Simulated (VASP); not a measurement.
# Ge2Sb2Te5 (P-3m1) in VASP: relaxation of cell and atoms with LDA

Aim: the relaxation of cell and atoms of Ge2Sb2Te5 with LDA.

Everything below comes from runs of VASP 6.6.1. Logs are shortened: lines on timing, memory, paths and dates and some standing lists are left out, and cuts for length are marked.

## (1) The cell of the first run

The structure is trigonal, space group P-3m1 (No. 164). Conventional cell: a = 4.220 Å, b = 4.220 Å, c = 17.200 Å, α = 90.00°, β = 90.00°, γ = 120.00°. Te (site symmetry -3m) has 6 Ge at 3.03 Å within 4.0 Å. Te (site symmetry 3m) has 3 Ge at 3.03 Å and 3 Sb at 3.03 Å within 4.0 Å. Within 4.0 Å of Te (site symmetry 3m) lie 3 Sb at 3.03 Å and 3 Te at 3.67 Å. Within 4.0 Å of Ge (site symmetry 3m) lie 6 Te at 3.03 Å. Within 4.0 Å of Sb (site symmetry 3m) lie 6 Te at 3.03 Å.

## (2) Relaxation of cell and atoms, LDA

INCAR reads:

```
PREC     = Accurate       # precision mode
ENCUT    = 600            # plane-wave cutoff, eV
EDIFF    = 1E-6           # SCF threshold, eV
ISMEAR   = 0              # smearing method
SIGMA    = 0.03           # smearing width, eV
LREAL    = False          # projectors in reciprocal space
LASPH    = True           # aspherical terms in the spheres
NELM     = 100            # most SCF steps
ALGO     = Normal         # electronic algorithm
ISIF     = 3              # what is computed and relaxed
LWAVE    = False          # write WAVECAR
LCHARG   = False          # write CHGCAR
IBRION   = 2              # ionic algorithm
NSW      = 100            # ionic steps
EDIFFG   = -0.005         # ionic threshold
```

KPOINTS reads:

```
Automatic mesh
0
Gamma
  10 10 2
```

POSCAR reads:

```
Ge2Sb2Te5
1.0
    4.2200000000      0.0000000000      0.0000000000
   -2.1100000000      3.6546272040      0.0000000000
    0.0000000000      0.0000000000     17.2000000000
Te Ge Sb
5 2 2
Direct
    0.0000000000      0.0000000000      0.0000000000
    0.6666666667      0.3333333333      0.2100290698
    0.3333333333      0.6666666667      0.4200581395
    0.6666666667      0.3333333333      0.5799418605
    0.3333333333      0.6666666667      0.7899709302
    0.3333333333      0.6666666667      0.1050145349
    0.6666666667      0.3333333333      0.8949854651
    0.0000000000      0.0000000000      0.3150436047
    0.0000000000      0.0000000000      0.6849563953
```

Potentials or basis: VASP PAW LDA potentials, release 64 (Te, Ge_d, Sb).

Command:

```sh
$ cat potpaw_LDA.64/Te/POTCAR potpaw_LDA.64/Ge_d/POTCAR potpaw_LDA.64/Sb/POTCAR > POTCAR
$ mpirun -np 1 vasp_std > vasp.out
```

OUTCAR:

```text
PREC = Accurate
   ENCUT = 600
   EDIFF = 1E-6
   ISMEAR = 0
   LREAL = False
   LASPH = True
   NELM = 100
   ISIF = 3
   IBRION = 2
   NSW = 100
   EDIFFG = -0.005

 ion  position               nearest neighbor table
   1  0.000  0.000  0.000-   6 3.03   7 3.03   7 3.03   6 3.03   7 3.03   6 3.03
   2  0.667  0.333  0.210-   6 3.03   8 3.03   6 3.03   8 3.03   8 3.03   6 3.03
   3  0.333  0.667  0.420-   8 3.03   8 3.03   8 3.03   4 3.67   4 3.67   4 3.67
   4  0.667  0.333  0.580-   9 3.03   9 3.03   9 3.03   3 3.67   3 3.67   3 3.67
   5  0.333  0.667  0.790-   9 3.03   7 3.03   7 3.03   9 3.03   9 3.03   7 3.03
   6  0.333  0.667  0.105-   1 3.03   2 3.03   2 3.03   1 3.03   1 3.03   2 3.03
   7  0.667  0.333  0.895-   5 3.03   1 3.03   5 3.03   1 3.03   1 3.03   5 3.03
   8  0.000  0.000  0.315-   3 3.03   3 3.03   3 3.03   2 3.03   2 3.03   2 3.03
   9  0.000  0.000  0.685-   4 3.03   4 3.03   4 3.03   5 3.03   5 3.03   5 3.03

  LATTYP: Found a hexagonal cell.
 ALAT       =     4.2200000000
 C/A-ratio  =     4.0758293839

  Lattice vectors:

 A1 = (   4.2200000000,   0.0000000000,   0.0000000000)
 A2 = (  -2.1100000000,   3.6546272040,   0.0000000000)
 A3 = (   0.0000000000,   0.0000000000,  17.2000000000)

Analysis of symmetry for initial positions (statically):
=====================================================================
 Subroutine PRICEL returns:
 Original cell was already a primitive cell.

 Routine SETGRP: Setting up the symmetry group for a
 hexagonal supercell.

 Subroutine GETGRP returns: Found 12 space group operations
 (whereof 12 operations were pure point group operations)
 out of a pool of 24 trial point group operations.

The static configuration has the point symmetry D_3d.

Analysis of symmetry for dynamics (positions and initial velocities):
=====================================================================
 Subroutine PRICEL returns:
 Original cell was already a primitive cell.

 Routine SETGRP: Setting up the symmetry group for a
 hexagonal supercell.

 Subroutine GETGRP returns: Found 12 space group operations
 (whereof 12 operations were pure point group operations)
 out of a pool of 24 trial point group operations.

The dynamic configuration has the point symmetry D_3d.

 Subroutine INISYM returns: Found 12 space group operations
 (whereof 12 operations are pure point group operations),
 and found     1 'primitive' translations

----------------------------------------------------------------------------------------

                                     Primitive cell

  volume of cell :     265.2675

  direct lattice vectors                    reciprocal lattice vectors
     4.220000000  0.000000000  0.000000000     0.236966825  0.136812860  0.000000000
    -2.110000000  3.654627204  0.000000000     0.000000000  0.273625720  0.000000000
     0.000000000  0.000000000 17.200000000     0.000000000  0.000000000  0.058139535

  length of vectors
     4.220000000  4.220000000 17.200000000     0.273625720  0.273625720  0.058139535

  position of ions in fractional coordinates (direct lattice)
     0.000000000  0.000000000  0.000000000
     0.666666667  0.333333333  0.210029070
     0.333333333  0.666666667  0.420058140
     0.666666667  0.333333333  0.579941860
     0.333333333  0.666666667  0.789970930
     0.333333333  0.666666667  0.105014535
     0.666666667  0.333333333  0.894985465
     0.000000000  0.000000000  0.315043605
     0.000000000  0.000000000  0.684956395

  ion indices of the primitive-cell ions
   primitive index   ion index
                 1           1
                 2           2
                 3           3
                 4           4
                 5           5
                 6           6
                 7           7
                 8           8
                 9           9

----------------------------------------------------------------------------------------

 KPOINTS: Automatic mesh

Automatic generation of k-mesh.
 Grid dimensions read from file:
 generate k-points for:   10   10    2

 Generating k-lattice:

  Cartesian coordinates                     Fractional coordinates (reciprocal lattice)
     0.023696682  0.013681286  0.000000000     0.100000000 -0.000000000  0.000000000
     0.000000000  0.027362572  0.000000000     0.000000000  0.100000000  0.000000000
     0.000000000  0.000000000  0.029069767     0.000000000  0.000000000  0.500000000

  Length of vectors
     0.027362572  0.027362572  0.029069767

  Shift w.r.t. Gamma in fractional coordinates (k-lattice)
     0.000000000  0.000000000  0.000000000

 Subroutine IBZKPT returns following result:
 ===========================================

 Found     28 irreducible k-points:

 Following reciprocal coordinates:
            Coordinates               Weight
  0.000000  0.000000  0.000000      1.000000
  0.100000  0.000000  0.000000      6.000000
  0.200000  0.000000  0.000000      6.000000
  0.300000  0.000000  0.000000      6.000000
  0.400000  0.000000  0.000000      6.000000
  0.500000  0.000000  0.000000      3.000000
[... 16 lines left out ...]
  0.300000  0.100000  0.500000     12.000000
  0.400000  0.100000  0.500000     12.000000
 [... further k-points ...]
   k-points           NKPTS =     28   k-points in BZ     NKDIM =     28   number of bands    NBANDS=     40
   number of dos      NEDOS =    301   number of ions     NIONS =      9
   total plane-waves  NPLWV = 181440
   dimension x,y,z NGX =    36 NGY =   36 NGZ =  140
   dimension x,y,z NGXF=    72 NGYF=   72 NGZF=  280
   ions per type =               5   2   2
   NGX,Y,Z   is equivalent  to a cutoff of  14.18, 14.18, 13.53 a.u.
   NGXF,Y,Z  is equivalent  to a cutoff of  28.36, 28.36, 27.06 a.u.
 SYSTEM =  unknown system
   PREC   = accura    normal or accurate (medium, high low for compatibility)
   ISTART =      0    job   : 0-new  1-cont  2-samecut
   ICHARG =      2    charge: 1-file 2-atom 10-const
   ISPIN  =      1    spin polarized calculation?
   LNONCOLLINEAR =      F non collinear calculations
   LSORBIT =      F    spin-orbit coupling
   LASPH  =      T    aspherical Exc in radial PAW
   ENCUT  =  600.0 eV  44.10 Ry    6.64 a.u.   8.43  8.43 34.35*2*pi/ulx,y,z
   NELM   =    100;   NELMIN=  2; NELMDL= -5     # of ELM steps
   EDIFF  = 0.1E-05   stopping-criterion for ELM
   LREAL  =      F    real-space projection
   EDIFFG = -.5E-02   stopping-criterion for IOM
   NSW    =    100    number of steps for IOM
   IBRION =      2    ionic relax: 0-MD 1-quasi-New 2-CG
   NFREE  =      1    steps in history (QN), initial steepest desc. (CG)
   ISIF   =      3    stress and relaxation
   ISYM   =      2    0-nonsym 1-usesym 2-fastsym
   POTIM  = 0.5000    time-step for ionic-motion
   TEBEG  =    0.0;   TEEND  =   0.0 temperature during run
   PSTRESS=    0.0 pullay stress
   NELECT =      68.0000    total number of electrons
   NUPDOWN=      -1.0000    fix difference up-down
   EMIN   =  10.00;   EMAX   =-10.00  energy-range for DOS
   EFERMI =   0.00;   METHOD = LEGACY
   ISMEAR =     0;   SIGMA  =   0.03  broadening in eV -4-tet -1-fermi 0-gaus
   EFERMI_NEDOS =   21; number of points for ismear=-14 and -15
   IALGO  =     38    algorithm
   IMIX   =      4    mixing-type and parameters
     AMIX     =   0.40;   BMIX     =  1.00
     AMIX_MAG =   1.60;   BMIX_MAG =  1.00
  volume/ion in A,a.u.               =      29.47       198.90
  Fermi-wavevector in a.u.,A,eV,Ry     =   1.039960  1.965239 14.714919  1.081516
  Thomas-Fermi vector in A             =   2.174514
   LORBIT       =      0    0 simple, 1 ext, 2 COOP (PROOUT), +10 PAW based schemes
   GGA     = CA    functional components
   LHFCALC =     F    Hartree Fock is set to
   AEXX    =    0.0000 exact exchange contribution
   IVDW    =     0    specifies the selected vdW correction
   LEPSILON=     F    determine dielectric tensor
   LRPA    =     F    only Hartree local field effects (RPA)
 conjugate gradient relaxation of ions
 non-spin polarized calculation
 Gauss-broadening in eV      SIGMA  =   0.03
  energy-cutoff  :      600.00
  volume of cell :      265.27
 maximum number of plane-waves:      8948
 NGX is ok and might be reduce to    36
   NGX = 17   NGY = 17   NGZ = 69

--------------------------------------- Ionic step        1  -------------------------------------------

 number of electron      67.9999982 magnetization

 Free energy of the ion-electron system (eV)
  ---------------------------------------------------
  ext. energy  EPLUGINS =         0.00000000
  ---------------------------------------------------
  free energy    TOTEN  =       -39.63940781 eV

  energy without entropy =      -39.63940728  energy(sigma->0) =      -39.63940754

------------------------ aborting loop because EDIFF is reached ----------------------------------------

  FORCE on cell =-STRESS in cart. coord.  units (eV):
  Direction    XX          YY          ZZ          XY          YZ          ZX
  --------------------------------------------------------------------------------------
  -------------------------------------------------------------------------------------
  Total       -2.1308336     -2.1308336     -4.6960931      0.0000000      0.0000000      0.0000000
  in kB      -12.8699283    -12.8699283    -28.3637270      0.0000000      0.0000000      0.0000000
  external PRESSURE =     -18.0345279 kB  Pullay stress =       0.0000000 kB
[... 110 lines left out ...]
  FREE ENERGIE OF THE ION-ELECTRON SYSTEM (eV)
  ---------------------------------------------------
  free  energy   TOTEN  =       -39.8398464720 eV

  energy  without entropy=      -39.8398405672  energy(sigma->0) =      -39.83984352

[... ionic steps 4 to 22 ...]

--------------------------------------- Ionic step       23  -------------------------------------------

 number of electron      67.9999985 magnetization

------------------------ aborting loop because EDIFF is reached ----------------------------------------
[... 81 lines left out ...]
--------------------------------------- Ionic step       25  -------------------------------------------

 number of electron      67.9999985 magnetization

 Free energy of the ion-electron system (eV)
  ---------------------------------------------------
  ext. energy  EPLUGINS =         0.00000000
  ---------------------------------------------------
  free energy    TOTEN  =       -39.96428663 eV

  energy without entropy =      -39.96408554  energy(sigma->0) =      -39.96418609

 E-fermi :   7.0595     XC(G=0):  -9.9602

 val. band max:        7.0541756402   @ k =   0.0000   0.0000   0.0000
 cond. band min:       7.0772613484   @ k =   0.0000   0.0000   0.0000
 fundamental gap:      0.0230857082
 Fermi energy:         7.0594658639

 k-point     1 :       0.0000    0.0000    0.0000
  band No.  band energies     occupation
      1     -18.1129      2.00000
      2     -18.1129      2.00000
      3     -18.1118      2.00000
      4     -18.1118      2.00000
      5     -18.1039      2.00000
      6     -18.1037      2.00000
[... 1021 lines left out ...]
     39       8.5194      0.00000
     40       9.1693      0.00000

 [... further k-points ...]

------------------------ aborting loop because EDIFF is reached ----------------------------------------

  FORCE on cell =-STRESS in cart. coord.  units (eV):
  Direction    XX          YY          ZZ          XY          YZ          ZX
  --------------------------------------------------------------------------------------
  -------------------------------------------------------------------------------------
  Total        0.0239987      0.0239987      0.0173153     -0.0000000     -0.0000000      0.0000000
  in kB        0.1510392      0.1510392      0.1089760     -0.0000000     -0.0000000      0.0000000
  external PRESSURE =       0.1370181 kB  Pullay stress =       0.0000000 kB
[... 24 lines left out ...]
  FREE ENERGIE OF THE ION-ELECTRON SYSTEM (eV)
  ---------------------------------------------------
  free  energy   TOTEN  =       -39.9642866331 eV

  energy  without entropy=      -39.9640855449  energy(sigma->0) =      -39.96418609

 reached required accuracy - stopping structural energy minimisation
```

Wall time 2 h (1 thread of Oxide Virtual Turin-like, shared host); peak memory 0.56 GiB.

What came out:

```yaml
Free_energy: -39.9643 eV
Relaxed_volume: 28.29 Å³/atom
Relaxed_cell: a = 4.199 Å, b = 4.199 Å, c = 16.670 Å, α = 90.00°, β = 90.00°, γ = 120.00°
Space_group_after_relaxing_to_0.1_Å: P-3m1 (No. 164)
Energy_gained_by_relaxing: 36.1 meV/atom
Ionic_steps: 25
Pressure_after_relaxing: 0.0 GPa
Largest_force_after_relaxing: 0.005 eV/Å
Band_gap_on_the_k_mesh: 0.02 eV
```

Forces on the atoms (eV/Å):
```
Te   0.000  0.000  0.000
Te   0.000  0.000  0.002
Te   0.000  0.000  0.003
Te   0.000  0.000 -0.003
Te   0.000  0.000 -0.002
Ge   0.000  0.000  0.003
Ge   0.000  0.000 -0.003
Sb   0.000  0.000 -0.005
Sb   0.000  0.000  0.005
```

Step by step:
```
step  energy change (eV)  largest force (eV/Å)  pressure (GPa)  volume (Å³)
   1              0.0000                1.0384           -1.80       265.27
   2             -0.2004                0.7058            1.07       252.72
   3             -0.2004                0.7002            1.15       252.52
   4             -0.2759                0.3097            0.17       256.14
   5             -0.2849                0.3084           -0.25       258.01
   6             -0.3055                0.1826           -0.24       256.88
   7             -0.3215                0.1201           -0.14       254.60
   8             -0.3228                0.0534            0.29       252.97
   9             -0.3231                0.0747            0.16       253.47
  10             -0.3244                0.0134            0.00       254.29
  11             -0.3244                0.0151           -0.02       254.34
  12             -0.3244                0.0141            0.00       254.32
  13             -0.3245                0.0124            0.00       254.30
  14             -0.3246                0.0133            0.03       254.23
  15             -0.3246                0.0159            0.04       254.20
  16             -0.3247                0.0150            0.01       254.27
  17             -0.3247                0.0137           -0.01       254.40
  18             -0.3247                0.0168           -0.05       254.67
  19             -0.3248                0.0142           -0.04       254.67
  20             -0.3248                0.0087           -0.01       254.68
  21             -0.3248                0.0100           -0.01       254.70
  22             -0.3249                0.0058           -0.05       254.69
  23             -0.3249                0.0051            0.03       254.53
  24             -0.3249                0.0050           -0.02       254.61
  25             -0.3249                0.0047            0.01       254.57
```

Final structure:
```cif
data_structure
_symmetry_space_group_name_H-M 'P 1'
_symmetry_Int_Tables_number 1
_cell_length_a 4.1993
_cell_length_b 4.1993
_cell_length_c 16.6695
_cell_angle_alpha 90.000
_cell_angle_beta 90.000
_cell_angle_gamma 120.000
_cell_volume 254.57
loop_
_atom_site_label
_atom_site_type_symbol
_atom_site_fract_x
_atom_site_fract_y
_atom_site_fract_z
_atom_site_occupancy
Te1 Te 0.00000 0.00000 0.00000 1
Te2 Te 0.66667 0.33333 0.19918 1
Te3 Te 0.33333 0.66667 0.42180 1
Te4 Te 0.66667 0.33333 0.57820 1
Te5 Te 0.33333 0.66667 0.80082 1
Ge1 Ge 0.33333 0.66667 0.10062 1
Ge2 Ge 0.66667 0.33333 0.89938 1
Sb1 Sb 0.00000 0.00000 0.31843 1
Sb2 Sb 0.00000 0.00000 0.68157 1
```

Caveat: spin-orbit coupling is left out, which moves the levels of the heavy elements. A k mesh can miss the band edges.
